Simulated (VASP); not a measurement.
# Hg (P6/mmm) in VASP: a series of runs

Runs on Hg. Level: PBE. Tasks: single point.

Everything below comes from runs of VASP 6.6.1. Logs are shortened: lines on timing, memory, paths and dates and some standing lists are left out, and cuts for length are marked.

**1. The cell of the first run**

It takes space group P6/mmm (No. 191, hexagonal). Conventional cell: a = 4.540 Å, b = 4.540 Å, c = 3.870 Å, α = 90.00°, β = 90.00°, γ = 120.00°. Hg (site symmetry -6m2) has 9 Hg at 2.62 to 3.26 Å within 3.5 Å. Within 4.3 Å of Hg (site symmetry 6/mmm) lie 14 Hg at 3.26 to 3.87 Å.

**2. Single point, PBE**

Input file INCAR:

```
SYSTEM = Hg
PREC     = Accurate       ! precision mode
ENCUT    = 520            ! plane-wave cutoff, eV
EDIFF    = 1E-6           ! SCF threshold, eV
ISMEAR   = 0              ! smearing method
SIGMA    = 0.1            ! smearing width, eV
LREAL    = .False.        ! projectors in reciprocal space
LASPH    = .True.         ! aspherical terms in the spheres
NELM     = 60             ! most SCF steps
ALGO     = Fast           ! electronic algorithm
ISIF     = 2              ! what is computed and relaxed
LWAVE    = .False.        ! write WAVECAR
LCHARG   = .False.        ! write CHGCAR
GGA      = PE             ! functional
NBANDS   = 25             ! bands
```

Input file KPOINTS:

```
regular mesh
0
Gamma
  3 3 1
  0 0 0
```

Input file POSCAR:

```
Hg
1.0
    4.5400020208      0.0000000000      0.0000000000
   -2.2700010104      3.9317570832      0.0000000000
    0.0000000000      0.0000000000      3.8700000000
Hg
3
Direct
    0.3333333333      0.6666666667      0.5000000000
    0.0000000000      0.0000000000      0.0000000000
    0.6666666667      0.3333333333      0.5000000000
```

Potentials or basis: VASP PAW PBE potentials, release 64 (Hg).

Started as:

```
cat potpaw_PBE.64/Hg/POTCAR > POTCAR
mpirun -np 1 vasp_std > vasp.out
```

OUTCAR:

```text
SYSTEM = Hg
   PREC = Accurate
   ENCUT = 520
   EDIFF = 1E-6
   ISMEAR = 0
   LREAL = .False.
   LASPH = .True.
   NELM = 60
   ISIF = 2
   GGA = PE

 ion  position               nearest neighbor table
   1  0.333  0.667  0.500-   3 2.62   3 2.62   3 2.62   2 3.26   2 3.26   2 3.26   2 3.26   2 3.26
                             2 3.26
   2  0.000  0.000  0.000-   1 3.26   3 3.26   1 3.26   3 3.26   1 3.26   1 3.26   3 3.26   3 3.26
                             3 3.26   3 3.26   1 3.26   1 3.26
   3  0.667  0.333  0.500-   1 2.62   1 2.62   1 2.62   2 3.26   2 3.26   2 3.26   2 3.26   2 3.26
                             2 3.26

  LATTYP: Found a hexagonal cell.
 ALAT       =     4.5400020208
 C/A-ratio  =     0.8524225281

  Lattice vectors:

 A1 = (   4.5400020208,   0.0000000000,   0.0000000000)
 A2 = (  -2.2700010104,   3.9317570832,   0.0000000000)
 A3 = (   0.0000000000,   0.0000000000,   3.8700000000)

Analysis of symmetry for initial positions (statically):
=====================================================================
 Subroutine PRICEL returns:
 Original cell was already a primitive cell.

 Routine SETGRP: Setting up the symmetry group for a
 hexagonal supercell.

 Subroutine GETGRP returns: Found 24 space group operations
 (whereof 24 operations were pure point group operations)
 out of a pool of 24 trial point group operations.

The static configuration has the point symmetry D_6h.

Analysis of symmetry for dynamics (positions and initial velocities):
=====================================================================
 Subroutine PRICEL returns:
 Original cell was already a primitive cell.

 Routine SETGRP: Setting up the symmetry group for a
 hexagonal supercell.

 Subroutine GETGRP returns: Found 24 space group operations
 (whereof 24 operations were pure point group operations)
 out of a pool of 24 trial point group operations.

The dynamic configuration has the point symmetry D_6h.

 Subroutine INISYM returns: Found 24 space group operations
 (whereof 24 operations are pure point group operations),
 and found     1 'primitive' translations

----------------------------------------------------------------------------------------

                                     Primitive cell

  volume of cell :      69.0802

  direct lattice vectors                    reciprocal lattice vectors
     4.540002021  0.000000000  0.000000000     0.220264219  0.127169606  0.000000000
    -2.270001010  3.931757083  0.000000000     0.000000000  0.254339212  0.000000000
     0.000000000  0.000000000  3.870000000     0.000000000  0.000000000  0.258397933

  length of vectors
     4.540002021  4.540002021  3.870000000     0.254339212  0.254339212  0.258397933

  position of ions in fractional coordinates (direct lattice)
     0.333333333  0.666666667  0.500000000
     0.000000000  0.000000000  0.000000000
     0.666666667  0.333333333  0.500000000

  ion indices of the primitive-cell ions
   primitive index   ion index
                 1           1
                 2           2
                 3           3

----------------------------------------------------------------------------------------

 KPOINTS: regular mesh

Automatic generation of k-mesh.
 Grid dimensions read from file:
 generate k-points for:    3    3    1

 Generating k-lattice:

  Cartesian coordinates                     Fractional coordinates (reciprocal lattice)
     0.073421406  0.042389869  0.000000000     0.333333333  0.000000000  0.000000000
     0.000000000  0.084779737  0.000000000     0.000000000  0.333333333  0.000000000
     0.000000000  0.000000000  0.258397933     0.000000000  0.000000000  1.000000000

  Length of vectors
     0.084779737  0.084779737  0.258397933

  Shift w.r.t. Gamma in fractional coordinates (k-lattice)
     0.000000000  0.000000000  0.000000000

 Subroutine IBZKPT returns following result:
 ===========================================

 Found      3 irreducible k-points:

 Following reciprocal coordinates:
            Coordinates               Weight
  0.000000  0.000000  0.000000      1.000000
  0.333333 -0.000000  0.000000      6.000000
  0.333333  0.333333  0.000000      2.000000
   k-points           NKPTS =      3   k-points in BZ     NKDIM =      3   number of bands    NBANDS=     25
   number of dos      NEDOS =    301   number of ions     NIONS =      3
   total plane-waves  NPLWV =  38880
   dimension x,y,z NGX =    36 NGY =   36 NGZ =   30
   dimension x,y,z NGXF=    72 NGYF=   72 NGZF=   60
   ions per type =               3
   NGX,Y,Z   is equivalent  to a cutoff of  13.18, 13.18, 12.89 a.u.
   NGXF,Y,Z  is equivalent  to a cutoff of  26.36, 26.36, 25.77 a.u.
 SYSTEM =  Hg
   PREC   = accura    normal or accurate (medium, high low for compatibility)
   ISTART =      0    job   : 0-new  1-cont  2-samecut
   ICHARG =      2    charge: 1-file 2-atom 10-const
   ISPIN  =      1    spin polarized calculation?
   LNONCOLLINEAR =      F non collinear calculations
   LSORBIT =      F    spin-orbit coupling
   LASPH  =      T    aspherical Exc in radial PAW
   ENCUT  =  520.0 eV  38.22 Ry    6.18 a.u.   8.44  8.44  7.20*2*pi/ulx,y,z
   NELM   =     60;   NELMIN=  2; NELMDL= -5     # of ELM steps
   EDIFF  = 0.1E-05   stopping-criterion for ELM
   LREAL  =      F    real-space projection
   EDIFFG = 0.1E-04   stopping-criterion for IOM
   NSW    =      0    number of steps for IOM
   IBRION =     -1    ionic relax: 0-MD 1-quasi-New 2-CG
   NFREE  =      0    steps in history (QN), initial steepest desc. (CG)
   ISIF   =      2    stress and relaxation
   ISYM   =      2    0-nonsym 1-usesym 2-fastsym
   POTIM  = 0.5000    time-step for ionic-motion
   TEBEG  =    0.0;   TEEND  =   0.0 temperature during run
   PSTRESS=    0.0 pullay stress
   NELECT =      36.0000    total number of electrons
   NUPDOWN=      -1.0000    fix difference up-down
   EMIN   =  10.00;   EMAX   =-10.00  energy-range for DOS
   EFERMI =   0.00;   METHOD = LEGACY
   ISMEAR =     0;   SIGMA  =   0.10  broadening in eV -4-tet -1-fermi 0-gaus
   EFERMI_NEDOS =   21; number of points for ismear=-14 and -15
   IALGO  =     68    algorithm
   IMIX   =      4    mixing-type and parameters
     AMIX     =   0.40;   BMIX     =  1.00
     AMIX_MAG =   1.60;   BMIX_MAG =  1.00
  volume/ion in A,a.u.               =      23.03       155.39
  Fermi-wavevector in a.u.,A,eV,Ry     =   1.317421  2.489564 23.614230  1.735597
  Thomas-Fermi vector in A             =   2.447463
   LORBIT       =      0    0 simple, 1 ext, 2 COOP (PROOUT), +10 PAW based schemes
   GGA     = PE    functional components
   LHFCALC =     F    Hartree Fock is set to
   AEXX    =    0.0000 exact exchange contribution
   IVDW    =     0    specifies the selected vdW correction
   LEPSILON=     F    determine dielectric tensor
   LRPA    =     F    only Hartree local field effects (RPA)
 non-spin polarized calculation
 RMM-DIIS sequential band-by-band and
 Gauss-broadening in eV      SIGMA  =   0.10
  energy-cutoff  :      520.00
  volume of cell :       69.08
 maximum number of plane-waves:      1881
 NGX is ok and might be reduce to    36
   NGX = 17   NGY = 17   NGZ = 15

 number of electron      36.0000005 magnetization

 Free energy of the ion-electron system (eV)
  ---------------------------------------------------
  ext. energy  EPLUGINS =         0.00000000
  ---------------------------------------------------
  free energy    TOTEN  =        -0.76024271 eV

  energy without entropy =       -0.72332269  energy(sigma->0) =       -0.74178270

 E-fermi :   3.4900     XC(G=0): -10.9792

 val. band max:        3.1671368291   @ k =   0.3333  -0.0000   0.0000
 cond. band min:       3.5041770304   @ k =   0.0000   0.0000   0.0000
 fundamental gap:      0.3370402013
 Fermi energy:         3.4900491703

 k-point     1 :       0.0000    0.0000    0.0000
  band No.  band energies     occupation
      1      -6.8535      2.00000
      2      -5.2879      2.00000
      3      -4.8726      2.00000
      4      -4.8726      2.00000
      5      -4.7730      2.00000
      6      -4.7730      2.00000
[... 17 lines left out ...]
     24      11.0468      0.00000
     25      15.5306      0.00000

 k-point     2 :       0.3333   -0.0000    0.0000
  band No.  band energies     occupation
      1      -5.8957      2.00000
      2      -5.7307      2.00000
      3      -5.4729      2.00000
      4      -5.1786      2.00000
      5      -4.8435      2.00000
      6      -4.8132      2.00000
[... 17 lines left out ...]
     24      11.8829      0.00000
     25      12.2833      0.00000

 k-point     3 :       0.3333    0.3333    0.0000
  band No.  band energies     occupation
      1      -6.2014      2.00000
      2      -5.4749      2.00000
      3      -5.4749      2.00000
      4      -5.0538      2.00000
      5      -4.6973      2.00000
      6      -4.6973      2.00000
[... 17 lines left out ...]
     24      10.1247      0.00000
     25      11.9530      0.00000

------------------------ aborting loop because EDIFF is reached ----------------------------------------

  FORCE on cell =-STRESS in cart. coord.  units (eV):
  Direction    XX          YY          ZZ          XY          YZ          ZX
  --------------------------------------------------------------------------------------
  -------------------------------------------------------------------------------------
  Total       12.0941008     12.0941008    -20.3287876      0.0000000     -0.0000000     -0.0000000
  in kB      280.4984563    280.4984563   -471.4855323      0.0000000     -0.0000000     -0.0000000
  external PRESSURE =      29.8371268 kB  Pullay stress =       0.0000000 kB

 VOLUME and BASIS-vectors are now :
 -----------------------------------------------------------------------------
  energy-cutoff  :      520.00
  volume of cell :       69.08
      direct lattice vectors                 reciprocal lattice vectors
     4.540002021  0.000000000  0.000000000     0.220264219  0.127169606  0.000000000
    -2.270001010  3.931757083  0.000000000     0.000000000  0.254339212  0.000000000
     0.000000000  0.000000000  3.870000000     0.000000000  0.000000000  0.258397933

 POSITION                                       TOTAL-FORCE (eV/Angst)
 -----------------------------------------------------------------------------------
     -0.00000      2.62117      1.93500         0.000000      0.000000     -0.000000
      0.00000      0.00000      0.00000        -0.000000      0.000000      0.000000
      2.27000      1.31059      1.93500        -0.000000     -0.000000      0.000000
 -----------------------------------------------------------------------------------
    total drift:                                0.000000     -0.000000     -0.000000

  FREE ENERGIE OF THE ION-ELECTRON SYSTEM (eV)
  ---------------------------------------------------
  free  energy   TOTEN  =        -0.7602427096 eV

  energy  without entropy=       -0.7233226908  energy(sigma->0) =       -0.74178270
```

Run time: 13 s. Hardware: 1 thread of AMD EPYC 7R13, shared host; peak memory 0.15 GiB.

What came out:

- Free energy: -0.7602 eV
- Pressure: 3.0 GPa
- Band gap on the k mesh: zero (bands 18 and 19 overlap by 1.57 eV)

Stress tensor (GPa, compression positive):
```
 28.05   0.00   0.00
  0.00  28.05   0.00
  0.00   0.00 -47.15
```

Caveat: the k points lie up to 1.62 Å⁻¹ apart, too coarse for converged energies and pressures of a metal; spin-orbit coupling is left out, which moves the levels of the heavy elements.

**3. Single point, PBE**

Input file INCAR:

```
  PREC = Accurate
  ENCUT = 520
  EDIFF = 1E-6
  ISMEAR = 0
  SIGMA = 0.1
  LREAL = F
  LASPH = T
  NELM = 80
  ALGO = Fast
  ISIF = 2
  LWAVE = F
  LCHARG = F
  GGA = PE
  NBANDS = 25
```

Input file KPOINTS:

```
Automatic mesh
0
Gamma
  3 3 2
```

POSCAR is that of step 2.

Potentials or basis: VASP PAW PBE potentials, release 64 (Hg).

Started as:

```
cat potpaw_PBE.64/Hg/POTCAR > POTCAR
mpirun -np 1 vasp_std > vasp.out
```

Run time: 17 s. Hardware: 1 thread of AMD EPYC 7R13, shared host; peak memory 0.15 GiB.

The run converged. Its results:

- Free energy: 0.6568 eV
- Pressure: 10.5 GPa
- Band gap on the k mesh: zero (bands 18 and 19 overlap by 6.14 eV)

Stress tensor (GPa, compression positive):
```
15.66  0.00  0.00
 0.00 15.66  0.00
 0.00  0.00  0.06
```

Levels at points of the mesh, in eV from the Fermi level:
```
           k point  band 15  band 16  band 17  band 18  band 19  band 20  band 21  band 22
(0.00, 0.00, 0.00)    -6.15    -6.15     0.25     1.86     2.62     3.52     3.52     3.72
(0.00, 0.00, 0.50)    -6.30    -6.18    -5.38     4.22     4.22     4.23     4.79     5.14
```

Caveat: the k points lie up to 0.81 Å⁻¹ apart, too coarse for converged energies and pressures of a metal; spin-orbit coupling is left out, which moves the levels of the heavy elements.

(Continued in part 2 of 2.)
